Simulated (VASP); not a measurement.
Input of a VASP 6.6.1 run:

File INCAR:

```
SYSTEM = Ir
ALGO = Fast
EDIFF = 1E-6
ENCUT = 520
GGA = PS
ISIF = 2
ISMEAR = 0
LASPH = .TRUE.
LCHARG = .FALSE.
LREAL = .FALSE.
LWAVE = .FALSE.
NBANDS = 46
NELM = 60
PREC = Accurate
SIGMA = 0.15
```

File KPOINTS:

```
k-points
0
G
  12 12 12
  0 0 0
```

The input POSCAR:

```
Ir
1.0
   -3.8394000000      3.8394000000      0.0000000000
   -3.8394000000      0.0000000000      3.8394000000
    0.0000000000      3.8394000000      3.8394000000
Ir
8
Direct
    0.0414385127      0.0000000000      0.0000000000
    0.5000000000      0.0000000000      0.0000000000
    0.0000000000      0.5000000000      0.0000000000
    0.0000000000      0.0000000000      0.5000000000
    0.5000000000      0.5000000000      0.0000000000
    0.5000000000      0.0000000000      0.5000000000
    0.0000000000      0.5000000000      0.5000000000
    0.5000000000      0.5000000000      0.5000000000
```

Potentials or basis: VASP PAW PBE potentials, release 64 (Ir).

The run is started by

```console
$ cat potpaw_PBE.64/Ir/POTCAR > POTCAR
$ mpirun -np 1 vasp_std > vasp.out
```

(1) What does it give for the band gap on the k mesh?

(2) What does it give for the largest force?

## Answers

(1) zero (bands 36 and 37 overlap by 2.22 eV).

(2) 3.752 eV/Å.

Caveat: the cell differs from its parent crystal (atom 1 (Ir) moved -0.225 Å towards its neighbour atom 2 (Ir) at 2.715 Å); the PAW data sets were made with another functional, which shifts forces and pressure a little; spin-orbit coupling is left out, which moves the levels of the heavy elements.
